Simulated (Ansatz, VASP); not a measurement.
# One calculation of NaI, two programs

POSCAR

```
NaI
1.0
    0.0000000000      3.2364000000      3.2364000000
    3.6004950000      0.0000000000      3.2364000000
    3.6004950000      3.2364000000      0.0000000000
Na I
1 1
Direct
    0.0000000000      0.0000000000      0.0000000000
    0.5000000000      0.5000000000      0.5000000000
```

Contents of INCAR.step1:

```
PREC = Accurate
ENCUT = 520
ISMEAR = 0
SIGMA = 0.05
LREAL = F
LASPH = T
NELM = 100
NBANDS = 14
GGA = PE
ALGO = Normal
EDIFF = 1E-4
LWAVE = T
LCHARG = F
```

INCAR.step2

```
PREC = Accurate
ENCUT = 520
EDIFF = 1E-7
ISMEAR = 0
SIGMA = 0.05
LREAL = F
LASPH = T
NELM = 100
ALGO = Normal
ISIF = 2
LWAVE = F
LCHARG = T
METAGGA = R2SCAN
LMIXTAU = T
LELF = T
LVHAR = T
NBANDS = 14
ISTART = 1
```

The input KPOINTS:

```
regular mesh
0
Gamma
  6 6 6
```

Input for Ansatz:

```yaml
crystal:
  lattice:
    - [0.0, 3.2364, 3.2364]
    - [3.600495, 0.0, 3.2364]
    - [3.600495, 3.2364, 0.0]
  atoms:
    - { symbol: Na, position: [0.0, 0.0, 0.0] }
    - { symbol: I, position: [0.5, 0.5, 0.5] }
basis:
  ecutwfc: 500
kpoints:
  mp_grid: { grid: [6, 6, 6] }
hamiltonian:
  xc: r2scan
scf:
  occupations: { method: gaussian, width: 0.05 }
output:
  forces: true
  stress: true
  eigenvalues: true
```

Change from the starting cell: strain +0.1125 x Voigt [1, 0, 0, 0, 0, 0], atoms carried along.

Alike in both runs: task single point; functional r2SCAN; k mesh 6 × 6 × 6; occupations gaussian, width 0.05 eV; no spin polarisation.

|  | VASP | Ansatz |
| --- | --- | --- |
| version | VASP 6.6.1 | Ansatz 0.2.0 |
| potentials or method | VASP PAW PBE potentials, release 64 (Na_pv, I), cutoff 520 eV | scalar-relativistic, plane waves, PAW |
| valence electrons in the cell | 14 | 26 |

|  | VASP | Ansatz | Ansatz less VASP |
| --- | --- | --- | --- |
| gap on the k mesh at the Fermi level (eV) | 4.12 | 4.11 | -0.006 |
| least direct gap on the mesh (eV) | 4.12 | 4.11 | -0.006 |
| pressure (GPa) | -1.2 | -1.1 | +0.02 |
| traceless stress, the component that is largest in VASP (GPa) | -0.78 | -0.79 | -0.010 |

VASP's potentials were made for PBE, not for r2SCAN. VASP's potentials hold 14 valence electrons a cell and Ansatz's 26, so a difference there can come from the potentials and not from the codes.

Neither program's run includes spin-orbit coupling.
